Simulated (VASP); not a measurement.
# GaN (P6_3mc) in VASP: elastic constants with PBEsol

Aim: the elastic constants of GaN with PBEsol.

Everything below comes from runs of VASP 6.6.1. Logs are shortened: lines on timing, memory, paths and dates and some standing lists are left out, and cuts for length are marked.

## (1) The cell of the first run

The structure is hexagonal, space group P6_3mc (No. 186). Conventional cell: a = 3.183 Å, b = 3.183 Å, c = 5.185 Å, α = 90.00°, β = 90.00°, γ = 120.00°. Within 2.6 Å of Ga (site symmetry 3m) lie 4 N at 1.95 Å. Within 2.6 Å of N (site symmetry 3m) lie 4 Ga at 1.95 Å.

## (2) Elastic constants, PBEsol

INCAR reads:

```
SYSTEM = GaN
PREC = Accurate ; ENCUT = 600
EDIFF = 1E-8 ; ISMEAR = 0
SIGMA = 0.01 ; LREAL = .FALSE.
LASPH = .TRUE. ; NELM = 60
ALGO = Normal ; ISIF = 3
LWAVE = .FALSE. ; LCHARG = .TRUE.
GGA = PS ; IBRION = 6
NFREE = 2 ; POTIM = 0.015
NSW = 1
```

KPOINTS reads:

```
Automatic mesh
0
G
  8 8 4
  0 0 0
```

POSCAR reads:

```
GaN
1.0
    3.1825816183      0.0000000000      0.0000000000
   -1.5912908091      2.7561965310      0.0000000000
    0.0000000000      0.0000000000      5.1854278130
Ga N
2 2
Direct
    0.3333333333      0.6666666667     -0.0008065079
    0.6666666667      0.3333333333      0.4991934921
    0.3333333333      0.6666666667      0.3758065079
    0.6666666667      0.3333333333      0.8758065079
```

Potentials or basis: VASP PAW PBE potentials, release 64 (Ga_d, N).

The run is started by

```console
$ cat potpaw_PBE.64/Ga_d/POTCAR potpaw_PBE.64/N/POTCAR > POTCAR
$ mpirun -np 1 vasp_std > vasp.out
```

OUTCAR:

```text
SYSTEM = GaN
   PREC = Accurate
   ENCUT = 600
   EDIFF = 1E-8
   ISMEAR = 0
   LREAL = .FALSE.
   LASPH = .TRUE.
   NELM = 60
   ISIF = 3
   GGA = PS
   IBRION = 6
   NFREE = 2
   POTIM = 0.015
   NSW = 1

 ion  position               nearest neighbor table
   1  0.333  0.667  0.999-   4 1.95   4 1.95   4 1.95   3 1.95
   2  0.667  0.333  0.499-   3 1.95   3 1.95   3 1.95   4 1.95
   3  0.333  0.667  0.376-   2 1.95   2 1.95   2 1.95   1 1.95
   4  0.667  0.333  0.876-   1 1.95   1 1.95   1 1.95   2 1.95

  LATTYP: Found a hexagonal cell.
 ALAT       =     3.1825816183
 C/A-ratio  =     1.6293149509

  Lattice vectors:

 A1 = (   3.1825816183,   0.0000000000,   0.0000000000)
 A2 = (  -1.5912908091,   2.7561965310,   0.0000000000)
 A3 = (   0.0000000000,   0.0000000000,   5.1854278130)

Analysis of symmetry for initial positions (statically):
=====================================================================
 Subroutine PRICEL returns:
 Original cell was already a primitive cell.

 Routine SETGRP: Setting up the symmetry group for a
 hexagonal supercell.

 Subroutine GETGRP returns: Found 12 space group operations
 (whereof  6 operations were pure point group operations)
 out of a pool of 24 trial point group operations.

The static configuration has the point symmetry C_3v.
 The point group associated with its full space group is C_6v.

Analysis of symmetry for dynamics (positions and initial velocities):
=====================================================================
 Subroutine PRICEL returns:
 Original cell was already a primitive cell.

 Routine SETGRP: Setting up the symmetry group for a
 hexagonal supercell.

 Subroutine GETGRP returns: Found 12 space group operations
 (whereof  6 operations were pure point group operations)
 out of a pool of 24 trial point group operations.
[... 363 lines left out ...]
 Fermi energy:         5.2878603129

 k-point     1 :       0.0000    0.0000    0.0000
  band No.  band energies     occupation
      1     -10.7816      2.00000
      2      -9.8084      2.00000
      3      -8.1731      2.00000
      4      -8.1529      2.00000
      5      -8.1529      2.00000
      6      -8.0881      2.00000
[... 589 lines left out ...]
     21      12.9576      0.00000
     22      13.0674      0.00000

 [... further k-points ...]
[... 5 lines left out ...]
  --------------------------------------------------------------------------------------
  -------------------------------------------------------------------------------------
  Total       -0.1860338     -0.1860338      0.0493151     -0.0000000      0.0000000      0.0000000
  in kB       -6.5528165     -6.5528165      1.7370661     -0.0000000      0.0000000      0.0000000
  external PRESSURE =      -3.7895223 kB  Pullay stress =       0.0000000 kB
[... 19 lines left out ...]
  FREE ENERGIE OF THE ION-ELECTRON SYSTEM (eV)
  ---------------------------------------------------
  free  energy   TOTEN  =       -26.2695987872 eV

  energy  without entropy=      -26.2695987872  energy(sigma->0) =      -26.26959879

 INTERNAL STRAIN TENSORS FROM STRAINED CELLS
 ============================================

 INTERNAL STRAIN TENSOR FOR ION    1 for displacements in x,y,z  (eV/Angst):
          X           Y           Z          XY          YZ          ZX
  --------------------------------------------------------------------------------
  x    -0.00000     0.00000     0.00000    -7.81459    -0.00000    -5.30987
  y    -7.85115     7.87963    -0.00000    -0.00013    -5.30638    -0.00009
  z    -5.13907    -5.14496     9.73567    -0.00021     0.00437    -0.00002

 INTERNAL STRAIN TENSORS FROM DISPLACED ATOMS
 ============================================

 INTERNAL STRAIN TENSOR FOR ION    1 for displacements in x,y,z  (eV/Angst):
          X           Y           Z          XY          YZ          ZX
  --------------------------------------------------------------------------------
  x    -0.00000     0.00000    -0.00000    -7.82636    -0.00000    -5.31216
  y    -7.82636     7.82636    -0.00000     0.00000    -5.31213    -0.00000
  z    -5.10332    -5.10332     9.68827    -0.00000     0.00000     0.00000

 INTERNAL STRAIN TENSOR FOR ION    4 for displacements in x,y,z  (eV/Angst):
          X           Y           Z          XY          YZ          ZX
  --------------------------------------------------------------------------------
  x     0.00000    -0.00000     0.00000     9.18974     0.00000     5.30056
  y     9.18974    -9.18974     0.00000    -0.00000     5.30053     0.00000
  z     5.14481     5.14481    -9.66360     0.00000     0.00000     0.00000

 Eigenvectors and eigenvalues of the dynamical matrix
 ----------------------------------------------------

   1 f  =   20.278920 THz   127.416215 2PiTHz  676.431975 cm-1    83.866838 meV
             X         Y         Z           dx          dy          dz
     -0.000000  1.837464  5.181246     0.000000   -0.000000    0.033613
      1.591291  0.918732  2.588532     0.000000   -0.000000   -0.033613
     -0.000000  1.837464  1.948718     0.000000   -0.000000   -0.706307
      1.591291  0.918732  4.541431    -0.000000    0.000000    0.706307
[... 71 lines left out ...]
  12 f/i=    0.002169 THz     0.013630 2PiTHz    0.072362 cm-1     0.008972 meV
             X         Y         Z           dx          dy          dz
     -0.000000  1.837464  5.181246     0.000000    0.000000    0.645320
      1.591291  0.918732  2.588532     0.000000    0.000000    0.645320
     -0.000000  1.837464  1.948718     0.000000    0.000000    0.289071
      1.591291  0.918732  4.541431     0.000000    0.000000    0.289071

--------------------------------------------------------------------------------------------------------

 ELASTIC MODULI CONTR FROM IONIC RELAXATION (kBar)
 Direction    XX          YY          ZZ          XY          YZ          ZX
 --------------------------------------------------------------------------------
 XX        -599.6777    278.7012    303.0546     -0.0000      0.0000      0.0000
 YY         278.7012   -599.6777    303.0546     -0.0000     -0.0000     -0.0000
 ZZ         303.0546    303.0546   -572.2669      0.0000      0.0000      0.0000
 XY          -0.0000     -0.0000      0.0000   -439.1895     -0.0000      0.0000
 YZ           0.0000     -0.0000      0.0000     -0.0000   -158.0695     -0.0000
 ZX           0.0000     -0.0000      0.0000      0.0000     -0.0000   -158.0711
 --------------------------------------------------------------------------------

 TOTAL ELASTIC MODULI (kBar)
 Direction    XX          YY          ZZ          XY          YZ          ZX
 --------------------------------------------------------------------------------
 XX        3439.9015   1262.7971    906.7942      0.0000      0.0000      0.0000
 YY        1262.7971   3439.9015    906.7942      0.0000     -0.0000     -0.0000
 ZZ         906.7942    906.7942   3825.6208      0.0000      0.0000      0.0000
 XY           0.0000      0.0000      0.0000   1088.5522     -0.0000      0.0000
 YZ           0.0000     -0.0000      0.0000     -0.0000    917.5142      0.0000
 ZX           0.0000     -0.0000      0.0000      0.0000      0.0000    917.5129
 --------------------------------------------------------------------------------
```

OSZICAR:

```text
N       E                     dE             d eps       ncg     rms          rms(c)
DAV:   1     0.295574111883E+03    0.29557E+03   -0.20105E+04  1350   0.331E+03
DAV:   2     0.103066708854E+02   -0.28527E+03   -0.27660E+03  1436   0.571E+02
[... 266 lines left out ...]
DAV:   4    -0.262695946267E+02    0.46536E-04   -0.66872E-04  1962   0.225E-01    0.176E-02
DAV:   5    -0.262695994824E+02   -0.48557E-05   -0.82539E-05  1648   0.806E-02    0.122E-02
DAV:   6    -0.262695989963E+02    0.48612E-06   -0.33995E-06  2594   0.424E-02    0.623E-03
DAV:   7    -0.262695987560E+02    0.24027E-06   -0.17857E-06  2028   0.238E-02    0.912E-04
DAV:   8    -0.262695987898E+02   -0.33758E-07   -0.55487E-07  2278   0.184E-02    0.379E-04
DAV:   9    -0.262695987872E+02    0.26012E-08   -0.39908E-08  1616   0.411E-03
  21 F= -.26269599E+02 E0= -.26269599E+02  d E =-.240500E-12
```

Run time: 29 min. Hardware: 1 thread of Oxide Virtual Turin-like, shared host; peak memory 0.34 GiB.

What came out:

```
Voigt bulk modulus                                      : 187 GPa
Highest phonon frequency at Γ, LO-TO splitting left out : 676 cm⁻¹
```

Phonon frequencies in cm⁻¹ (negative: imaginary):
| q point | frequencies |
| --- | --- |
| (0.000, 0.000, 0.000) | 0 0 0 137 137 327 519 541 541 550 550 676 |

Elastic tensor in Voigt notation (GPa, in the Cartesian axes of the cell as first typed):
```
344 126  91   0   0   0
126 344  91   0   0   0
 91  91 383   0   0   0
  0   0   0  92   0   0
  0   0   0   0  92   0
  0   0   0   0   0 109
```

Clamped-ion elastic tensor (GPa):
```
404  98  60   0   0   0
 98 404  60   0   0   0
 60  60 440   0   0   0
  0   0   0 108   0   0
  0   0   0   0 108   0
  0   0   0   0   0 153
```

Caveat: the PAW data sets were made with another functional, which shifts forces and pressure a little.
